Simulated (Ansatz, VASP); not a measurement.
One calculation of Pt, two programs

File POSCAR:

```
Pt
1.0
    0.0000000000      1.9439438696      1.9439438696
    1.9439438696      0.0000000000      1.9439438696
    1.9439438696      1.9439438696      0.0000000000
Pt
1
Direct
    0.0000000000      0.0000000000      0.0000000000
```

File INCAR.step1:

```
SYSTEM = Pt
ALGO = Normal
EDIFF = 1E-4
ENCUT = 520
GGA = PE
ISMEAR = -1
LASPH = .True.
LCHARG = .False.
LREAL = .False.
LWAVE = .True.
NBANDS = 11
NELM = 80
PREC = Accurate
SIGMA = 0.1
```

The input INCAR.step2:

```
SYSTEM = Pt
ALGO = Normal
EDIFF = 1E-6
ENCUT = 520
ISIF = 2
ISMEAR = -1
ISTART = 1
LASPH = .True.
LCHARG = .False.
LMIXTAU = .True.
LREAL = .False.
LWAVE = .False.
METAGGA = R2SCAN
NBANDS = 11
NELM = 80
PREC = Accurate
SIGMA = 0.1
```

The input KPOINTS:

```
k-points
0
Gamma
  22 22 22
  0 0 0
```

Input for Ansatz:

```yaml
crystal:
  lattice:
    - [0.0, 1.9439438696, 1.9439438696]
    - [1.9439438696, 0.0, 1.9439438696]
    - [1.9439438696, 1.9439438696, 0.0]
  atoms:
    - { symbol: Pt, position: [0.0, 0.0, 0.0] }
hamiltonian:
  xc: r2scan
  pseudopotentials:
    kind: paw
    azcp:
      Pt: "pseudopotentials/Pt.paw.azcp"
basis:
  ecutwfc: 500
  fft_grid_basis: typed
kpoints:
  mp_grid: { grid: [22, 22, 22], shift: [0, 0, 0] }
magnetization:
  spin_polarized: false
scf:
  occupations: { method: fermi_dirac, width: 0.1 }
output:
  stress: true
```

Alike in both runs: task single point; functional r2SCAN; k mesh 22 × 22 × 22; occupations fermi-dirac, width 0.1 eV; no spin polarisation.

|  | VASP | Ansatz |
| --- | --- | --- |
| version | VASP 6.6.1 | Ansatz 0.2.0 |
| potentials or method | VASP PAW PBE potentials, release 64 (Pt), cutoff 520 eV | plane waves (500 eV) with PAW, scalar-relativistic |
| valence electrons in the cell | 10 | 18 |

Ansatz gave:

| Item | Value |
| --- | --- |
| pressure (GPa) | 12.4 |

Problem. What did VASP give for the same quantities?

Solution. Pressure (GPa): 13.4.

VASP's potentials were made for PBE, not for r2SCAN. VASP's potentials hold 10 valence electrons a cell and Ansatz's 18, so a difference there can come from the potentials and not from the codes.

Spin-orbit coupling is off throughout.
